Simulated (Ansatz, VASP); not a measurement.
# One calculation of MgS, two programs

```
CELL_PARAMETERS angstrom
4.03462 0.00000 0.00000
-2.01731 3.49409 0.00000
0.00000 0.00000 6.43229
ATOMIC_POSITIONS crystal
Mg 0.66667 0.33333 0.49575
Mg 0.33333 0.66667 0.99575
S 0.21317 0.53788 0.37924
S 0.66667 0.33333 0.87924
```

Alike in both runs: task single point; functional PBE; k mesh 6 × 6 × 4; occupations gaussian, width 0.05 eV; no spin polarisation.

|  | VASP | Ansatz |
| --- | --- | --- |
| version | VASP 6.6.1 | Ansatz 0.2.0 |
| potentials or method | VASP PAW PBE potentials, release 64 (Mg, S), cutoff 520 eV | scalar-relativistic, plane waves, PAW |
| valence electrons in the cell | 16 | 32 |

|  | VASP | Ansatz | Ansatz less VASP |
| --- | --- | --- | --- |
| gap on the k mesh at the Fermi level (eV) | 3.13 | 3.13 | +0.004 |
| least direct gap on the mesh (eV) | 3.13 | 3.13 | +0.004 |
| pressure (GPa) | 4.3 | 4.3 | +0.08 |
| traceless stress, the component that is largest in VASP (GPa) | 6.94 | 6.88 | -0.057 |
| rms of the force components (eV/Å) | 1.784 | 1.767 | -0.0171 |

Atom by atom the forces differ by 0.017 eV/Å (rms over components). With one functional, cell and mesh, what is left measures potentials, basis and numerics. VASP's potentials hold 16 valence electrons a cell and Ansatz's 32, so a difference there can come from the potentials and not from the codes.
